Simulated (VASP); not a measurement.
# Y2AlSi2 (Immm) in VASP: further runs

Runs on Y2AlSi2. Level: LDA. Tasks: single point, relaxation of cell and atoms.

Everything below comes from runs of VASP 6.6.1. Logs are shortened: lines on timing, memory, paths and dates and some standing lists are left out, and cuts for length are marked.

## (1) The cell of the first run

The structure is orthorhombic, space group Immm (No. 71). The conventional cell has a = 4.017 Å, b = 5.614 Å, c = 8.594 Å, α = 90.00°, β = 90.00°, γ = 90.00°. Within 3.9 Å of Y (site symmetry mm2) lie 6 Si at 2.95 to 2.97 Å and 4 Al at 3.20 to 3.34 Å and 5 Y at 3.52 to 3.61 Å. Al (site symmetry mmm) has 4 Si at 2.58 Å and 8 Y at 3.20 to 3.34 Å within 3.4 Å. Si (site symmetry m2m) has 1 Si at 2.37 Å and 2 Al at 2.58 Å and 6 Y at 2.95 to 2.97 Å within 3.1 Å.

## (2) Single point, LDA

INCAR reads:

```
SYSTEM = Y2AlSi2
PREC = Accurate ; ENCUT = 520
EDIFF = 1E-6 ; ISMEAR = 0
SIGMA = 0.1 ; LREAL = .False.
LASPH = .True. ; NELM = 100
ALGO = Normal ; ISIF = 2
LWAVE = .False. ; LCHARG = .True.
LELF = .True. ; LVHAR = .True.
NBANDS = 24
```

KPOINTS reads:

```
Automatic mesh
0
Gamma
  10 10 10
  0 0 0
```

POSCAR reads:

```
Y2AlSi2
1.0
   -2.0082780273      2.8069759178      4.2969571551
    2.0082780273     -2.8069759178      4.2969571551
    2.0082780273      2.8069759178     -4.2969571551
Y Al Si
2 1 2
Direct
    0.2898451796      0.7898451796      0.5000000000
    0.7101548204      0.2101548204      0.5000000000
    0.0000000000      0.0000000000      0.0000000000
    0.7110704607      0.5000000000      0.2110704607
    0.2889295393      0.5000000000      0.7889295393
```

Potentials or basis: VASP PAW LDA potentials, release 64 (Y_sv, Al, Si).

Launch:

```console
$ cat potpaw_LDA.64/Y_sv/POTCAR potpaw_LDA.64/Al/POTCAR potpaw_LDA.64/Si/POTCAR > POTCAR
$ mpirun -np 1 vasp_std > vasp.out
```

OUTCAR:

```text
SYSTEM = Y2AlSi2
   PREC = Accurate
   ENCUT = 520
   EDIFF = 1E-6
   ISMEAR = 0
   LREAL = .False.
   LASPH = .True.
   NELM = 100
   ISIF = 2

 ion  position               nearest neighbor table
   1  0.290  0.790  0.500-   4 2.95   5 2.95   4 2.95   5 2.95   5 2.97   4 2.97   3 3.20   3 3.20
                             3 3.34   3 3.34   2 3.52   2 3.52   2 3.52   2 3.52   2 3.61
   2  0.710  0.210  0.500-   4 2.95   5 2.95   4 2.95   5 2.95   4 2.97   5 2.97   3 3.20   3 3.20
                             3 3.34   3 3.34   1 3.52   1 3.52   1 3.52   1 3.52   1 3.61
   3  0.000  0.000  0.000-   5 2.58   4 2.58   5 2.58   4 2.58   2 3.20   1 3.20   2 3.20   1 3.20
                             1 3.34   2 3.34   2 3.34   1 3.34
   4  0.711  0.500  0.211-   5 2.37   3 2.58   3 2.58   2 2.95   1 2.95   2 2.95   1 2.95   1 2.97
                             2 2.97
   5  0.289  0.500  0.789-   4 2.37   3 2.58   3 2.58   1 2.95   2 2.95   1 2.95   2 2.95   1 2.97
                             2 2.97

  LATTYP: Found a body centered orthorhombic cell.
 ALAT       =     4.0165560546
 B/A-ratio  =     1.3977028477
 C/A-ratio  =     2.1396226502

  Lattice vectors:

 A1 = (  -2.0082780273,   2.8069759178,   4.2969571551)
 A2 = (   2.0082780273,  -2.8069759178,   4.2969571551)
 A3 = (   2.0082780273,   2.8069759178,  -4.2969571551)

Analysis of symmetry for initial positions (statically):
=====================================================================
 Subroutine PRICEL returns:
 Original cell was already a primitive cell.

 Routine SETGRP: Setting up the symmetry group for a
 body centered orthorhombic supercell.

 Subroutine GETGRP returns: Found  8 space group operations
 (whereof  8 operations were pure point group operations)
 out of a pool of  8 trial point group operations.

The static configuration has the point symmetry D_2h.

Analysis of symmetry for dynamics (positions and initial velocities):
=====================================================================
 Subroutine PRICEL returns:
 Original cell was already a primitive cell.

 Routine SETGRP: Setting up the symmetry group for a
 body centered orthorhombic supercell.

 Subroutine GETGRP returns: Found  8 space group operations
 (whereof  8 operations were pure point group operations)
 out of a pool of  8 trial point group operations.

The dynamic configuration has the point symmetry D_2h.

 Subroutine INISYM returns: Found  8 space group operations
 (whereof  8 operations are pure point group operations),
 and found     1 'primitive' translations

----------------------------------------------------------------------------------------

                                     Primitive cell

  volume of cell :      96.8910

  direct lattice vectors                    reciprocal lattice vectors
    -2.008278027  2.806975918  4.296957155     0.000000000  0.178127642  0.116361412
     2.008278027 -2.806975918  4.296957155     0.248969512  0.000000000  0.116361412
     2.008278027  2.806975918 -4.296957155     0.248969512  0.178127642  0.000000000

  length of vectors
     5.511454911  5.511454911  5.511454911     0.212766150  0.274819570  0.306129506

  position of ions in fractional coordinates (direct lattice)
     0.289845180  0.789845180  0.500000000
     0.710154820  0.210154820  0.500000000
     0.000000000  0.000000000  0.000000000
     0.711070461  0.500000000  0.211070461
     0.288929539  0.500000000  0.788929539

  ion indices of the primitive-cell ions
   primitive index   ion index
                 1           1
                 2           2
                 3           3
                 4           4
                 5           5

----------------------------------------------------------------------------------------

 KPOINTS: Automatic mesh

Automatic generation of k-mesh.
 Grid dimensions read from file:
 generate k-points for:   10   10   10

 Generating k-lattice:

  Cartesian coordinates                     Fractional coordinates (reciprocal lattice)
     0.000000000  0.017812764  0.011636141     0.100000000  0.000000000 -0.000000000
     0.024896951  0.000000000  0.011636141     0.000000000  0.100000000 -0.000000000
     0.024896951  0.017812764  0.000000000     0.000000000 -0.000000000  0.100000000

  Length of vectors
     0.021276615  0.027481957  0.030612951

  Shift w.r.t. Gamma in fractional coordinates (k-lattice)
     0.000000000  0.000000000  0.000000000

 Subroutine IBZKPT returns following result:
 ===========================================

 Found    171 irreducible k-points:

 Following reciprocal coordinates:
            Coordinates               Weight
  0.000000  0.000000  0.000000      1.000000
  0.100000  0.000000  0.000000      4.000000
  0.200000  0.000000  0.000000      4.000000
  0.300000  0.000000  0.000000      4.000000
  0.400000  0.000000  0.000000      4.000000
  0.500000  0.000000 -0.000000      2.000000
[... 16 lines left out ...]
 -0.400000  0.200000 -0.000000      8.000000
 -0.300000  0.200000  0.000000      8.000000
 [... further k-points ...]
   k-points           NKPTS =    171   k-points in BZ     NKDIM =    171   number of bands    NBANDS=     24
   number of dos      NEDOS =    301   number of ions     NIONS =      5
   total plane-waves  NPLWV =  74088
   dimension x,y,z NGX =    42 NGY =   42 NGZ =   42
   dimension x,y,z NGXF=    84 NGYF=   84 NGZF=   84
   ions per type =               2   1   2
   NGX,Y,Z   is equivalent  to a cutoff of  12.67, 12.67, 12.67 a.u.
   NGXF,Y,Z  is equivalent  to a cutoff of  25.34, 25.34, 25.34 a.u.
 SYSTEM =  Y2AlSi2
   PREC   = accura    normal or accurate (medium, high low for compatibility)
   ISTART =      0    job   : 0-new  1-cont  2-samecut
   ICHARG =      2    charge: 1-file 2-atom 10-const
   ISPIN  =      1    spin polarized calculation?
   LNONCOLLINEAR =      F non collinear calculations
   LSORBIT =      F    spin-orbit coupling
   LASPH  =      T    aspherical Exc in radial PAW
   ENCUT  =  520.0 eV  38.22 Ry    6.18 a.u.  10.25 10.25 10.25*2*pi/ulx,y,z
   NELM   =    100;   NELMIN=  2; NELMDL= -5     # of ELM steps
   EDIFF  = 0.1E-05   stopping-criterion for ELM
   LREAL  =      F    real-space projection
   EDIFFG = 0.1E-04   stopping-criterion for IOM
   NSW    =      0    number of steps for IOM
   IBRION =     -1    ionic relax: 0-MD 1-quasi-New 2-CG
   NFREE  =      0    steps in history (QN), initial steepest desc. (CG)
   ISIF   =      2    stress and relaxation
   ISYM   =      2    0-nonsym 1-usesym 2-fastsym
   POTIM  = 0.5000    time-step for ionic-motion
   TEBEG  =    0.0;   TEEND  =   0.0 temperature during run
   PSTRESS=    0.0 pullay stress
   NELECT =      33.0000    total number of electrons
   NUPDOWN=      -1.0000    fix difference up-down
   EMIN   =  10.00;   EMAX   =-10.00  energy-range for DOS
   EFERMI =   0.00;   METHOD = LEGACY
   ISMEAR =     0;   SIGMA  =   0.10  broadening in eV -4-tet -1-fermi 0-gaus
   EFERMI_NEDOS =   21; number of points for ismear=-14 and -15
   IALGO  =     38    algorithm
   IMIX   =      4    mixing-type and parameters
     AMIX     =   0.40;   BMIX     =  1.00
     AMIX_MAG =   1.60;   BMIX_MAG =  1.00
  volume/ion in A,a.u.               =      19.38       130.77
  Fermi-wavevector in a.u.,A,eV,Ry     =   1.143277  2.160481 17.783948  1.307083
  Thomas-Fermi vector in A             =   2.279973
   LORBIT       =      0    0 simple, 1 ext, 2 COOP (PROOUT), +10 PAW based schemes
   GGA     = CA    functional components
   LHFCALC =     F    Hartree Fock is set to
   AEXX    =    0.0000 exact exchange contribution
   IVDW    =     0    specifies the selected vdW correction
   LEPSILON=     F    determine dielectric tensor
   LRPA    =     F    only Hartree local field effects (RPA)
 non-spin polarized calculation
 Gauss-broadening in eV      SIGMA  =   0.10
  energy-cutoff  :      520.00
  volume of cell :       96.89
 maximum number of plane-waves:      2654
 NGX is ok and might be reduce to    42
   NGX = 21   NGY = 21   NGZ = 21

 number of electron      33.0000001 magnetization

 Free energy of the ion-electron system (eV)
  ---------------------------------------------------
  ext. energy  EPLUGINS =         0.00000000
  ---------------------------------------------------
  free energy    TOTEN  =       -34.05655514 eV

  energy without entropy =      -34.04446749  energy(sigma->0) =      -34.05051132

 E-fermi :   6.0389     XC(G=0): -10.7576

 val. band max:        6.0138344483   @ k =   0.5000   0.2000  -0.0000
 cond. band min:       6.0527955555   @ k =   0.2000  -0.1000   0.1000
 fundamental gap:      0.0389611072
 Fermi energy:         6.0389410365

 k-point     1 :       0.0000    0.0000    0.0000
  band No.  band energies     occupation
      1     -35.5380      2.00000
      2     -35.4659      2.00000
      3     -15.9411      2.00000
      4     -15.8207      2.00000
      5     -15.7330      2.00000
      6     -15.7129      2.00000
[... 16 lines left out ...]
     23      10.4205      0.00000
     24      10.6401      0.00000

 k-point     2 :       0.1000    0.0000    0.0000
  band No.  band energies     occupation
      1     -35.5363      2.00000
      2     -35.4676      2.00000
      3     -15.9331      2.00000
      4     -15.8265      2.00000
      5     -15.7290      2.00000
      6     -15.7084      2.00000
[... 16 lines left out ...]
     23      10.5382      0.00000
     24      10.8269      0.00000

 k-point     3 :       0.2000    0.0000    0.0000
  band No.  band energies     occupation
      1     -35.5313      2.00000
      2     -35.4726      2.00000
      3     -15.9112      2.00000
      4     -15.8388      2.00000
      5     -15.7176      2.00000
      6     -15.6990      2.00000
[... 16 lines left out ...]
     23      10.4465      0.00000
     24      10.5241      0.00000
[... 514 lines left out ...]
 k-point    23 :      -0.4000    0.2000   -0.0000
  band No.  band energies     occupation
      1     -35.5127      2.00000
      2     -35.4871      2.00000
      3     -15.8726      2.00000
      4     -15.8602      2.00000
      5     -15.7825      2.00000
      6     -15.6949      2.00000
[... 16 lines left out ...]
     23      10.1298      0.00000
     24      10.3432      0.00000

 k-point    24 :      -0.3000    0.2000    0.0000
  band No.  band energies     occupation
      1     -35.5199      2.00000
      2     -35.4798      2.00000
      3     -15.8821      2.00000
      4     -15.8541      2.00000
      5     -15.7378      2.00000
      6     -15.7127      2.00000
[... 16 lines left out ...]
     23      10.0479      0.00000
     24      10.3799      0.00000

 [... further k-points ...]
[... 5 lines left out ...]
  --------------------------------------------------------------------------------------
  -------------------------------------------------------------------------------------
  Total        0.0260471     -0.0103115      0.0356113     -0.0000000      0.0000000      0.0000000
  in kB        0.4307109     -0.1705089      0.5888642     -0.0000000      0.0000000      0.0000000
  external PRESSURE =       0.2830221 kB  Pullay stress =       0.0000000 kB

 VOLUME and BASIS-vectors are now :
 -----------------------------------------------------------------------------
  energy-cutoff  :      520.00
  volume of cell :       96.89
      direct lattice vectors                 reciprocal lattice vectors
    -2.008278027  2.806975918  4.296957155     0.000000000  0.178127642  0.116361412
     2.008278027 -2.806975918  4.296957155     0.248969512  0.000000000  0.116361412
     2.008278027  2.806975918 -4.296957155     0.248969512  0.178127642  0.000000000

 POSITION                                       TOTAL-FORCE (eV/Angst)
 -----------------------------------------------------------------------------------
      2.00828      0.00000      2.49090        -0.000000      0.000000      0.001287
      0.00000      2.80698      1.80605         0.000000      0.000000     -0.001287
      0.00000      0.00000      0.00000        -0.000000      0.000000     -0.000000
      0.00000      1.18494      4.29696        -0.000000     -0.006005     -0.000000
      2.00828      1.62204      0.00000        -0.000000      0.006005      0.000000
 -----------------------------------------------------------------------------------
    total drift:                               -0.000000      0.000000     -0.000000

  FREE ENERGIE OF THE ION-ELECTRON SYSTEM (eV)
  ---------------------------------------------------
  free  energy   TOTEN  =       -34.0565551381 eV

  energy  without entropy=      -34.0444674919  energy(sigma->0) =      -34.05051132
```

Wall time 6.3 min (1 thread of Intel Xeon 6975P-C (Granite Rapids), shared host); peak memory 0.53 GiB.

What came out:

```yaml
Free_energy: -34.0566 eV
Pressure: 0.0 GPa
Largest_force: 0.006 eV/Å
```

Forces in eV/Å, atoms in the order of the input:
```
Y    0.000  0.000  0.001
Y    0.000  0.000 -0.001
Al   0.000  0.000  0.000
Si   0.000 -0.006  0.000
Si   0.000  0.006  0.000
```

(Continued in part 2 of 2.)
